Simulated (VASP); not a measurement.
Runs of VASP 6.6.1 on NaF. The structure is that of space group P6_3/mmc (No. 194), or close to it. The cells are those of the table. 

| level | cell | k mesh | gap on the mesh (eV) | pressure (GPa) |
| --- | --- | --- | --- | --- |
| PBE | a = 3.178, b = 3.178, c = 5.568 Å, angles 90.0, 90.0, 120.0°, 4 atoms | 12 × 12 × 6 | 6.34 | 3.5 |
| PBE | a = 3.317, b = 3.317, c = 5.804 Å, angles 90.0, 90.0, 120.0°, 4 atoms | 9 × 9 × 4 | 5.69 | (b) |
| r2SCAN | a = 3.145, b = 3.145, c = 5.511 Å, angles 90.0, 90.0, 120.0°, 4 atoms | 9 × 9 × 4 | (a) | (c) |
| r2SCAN | a = 3.240, b = 3.240, c = 5.677 Å, angles 90.0, 90.0, 120.0°, 4 atoms | 9 × 9 × 4 | 6.90 | -3.5 |
| PBE | a = 3.187, b = 3.187, c = 5.576 Å, angles 90.0, 90.0, 120.0°, 4 atoms | 9 × 9 × 4 | 6.30 | 3.1 |

Alike in all rows: task single point; potentials or basis VASP PAW PBE potentials, release 64 (Na_pv, F); no spin polarisation; cutoff (eV) 520; smearing gaussian 0.01 eV.

Question: Fill in the values left out.

Answer: (a) 7.39; (b) -2.4; (c) 1.1.

Caveats: the cell stands under pressure (at least some runs); the PAW data sets were made with another functional, which shifts forces and pressure a little (at least some runs); the cell stands under tension (at least some runs).

A k mesh can miss the band edges.
